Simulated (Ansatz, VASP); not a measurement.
## Two plane-wave programs on MnHg

Contents of INCAR:

```
PREC     = Accurate       # precision mode
ENCUT    = 520            # plane-wave cutoff, eV
EDIFF    = 1E-6           # SCF threshold, eV
ISMEAR   = 0              # smearing method
SIGMA    = 0.1            # smearing width, eV
LREAL    = F              # projectors in reciprocal space
LASPH    = T              # aspherical terms in the spheres
NELM     = 150            # most SCF steps
ALGO     = Normal         # electronic algorithm
ISIF     = 2              # what is computed and relaxed
LWAVE    = F              # write WAVECAR
LCHARG   = T              # write CHGCAR
ISPIN    = 2              # spin polarisation
MAGMOM   = 4 0            # initial moments
LORBIT   = 11             # projections on sites
LMAXMIX  = 4              # l up to which the mixer works
GGA      = PS             # functional
LELF     = T              # ELF
LVHAR    = T            
NBANDS   = 24             # bands
```

The input KPOINTS:

```
regular mesh
0
Gamma
  12 12 12
```

Contents of POSCAR:

```
MnHg
1.0
    3.3586234237      0.0000000000      0.0000000000
    0.0000000000      3.3586234237      0.0000000000
    0.0000000000      0.0000000000      3.3586234237
Mn Hg
1 1
Direct
    0.5000000000      0.5000000000      0.5000000000
    0.0000000000      0.0000000000      0.0000000000
```

Input for Ansatz:

```yaml
crystal:
  lattice:
    - [3.3586234237, 0.0, 0.0]
    - [0.0, 3.3586234237, 0.0]
    - [0.0, 0.0, 3.3586234237]
  atoms:
    - { symbol: Mn, position: [0.5, 0.5, 0.5], spin: 4.0 }
    - { symbol: Hg, position: [0.0, 0.0, 0.0] }
basis:
  ecutwfc: 420
kpoints:
  mp_grid: { grid: [12, 12, 12] }
hamiltonian:
  xc: pbesol
scf:
  occupations: { method: gaussian, width: 0.1 }
  lower_state_search: "off"
output:
  forces: true
  stress: true
  eigenvalues: true
  populations: true
magnetization:
  spin_polarized: true
```

Alike in both runs: task single point; functional PBEsol; k mesh 12 × 12 × 12; occupations gaussian, width 0.1 eV; collinear spin.

```csv
,VASP,Ansatz
version,VASP 6.6.1,Ansatz 0.2.0
potentials or method,"VASP PAW PBE potentials, release 64 (Mn_pv, Hg), cutoff 520 eV","scalar-relativistic, plane waves, PAW"
valence electrons in the cell,25,35
```

Ansatz gave:

```
gap on the k mesh at the Fermi level (eV)                     : none
pressure (GPa)                                                : -7.2
net moment per atom (μB)                                      : 2.00
size of the moment on the site where the two differ most (μB) : 3.96
```

Question: Estimate VASP's values.

Answer: gap on the k mesh at the Fermi level (eV): none; pressure (GPa): -6.8; net moment per atom (μB): 2.00; size of the moment on the site where the two differ most (μB): 3.89.

VASP's potentials were made for PBE, not for PBEsol. Site moments also hang on the region over which each program counts them. A gap of «none» marks a metal or a gap that the smearing closes. VASP's potentials hold 25 valence electrons a cell and Ansatz's 35, so a difference there can come from the potentials and not from the codes.

Neither program's run includes spin-orbit coupling.
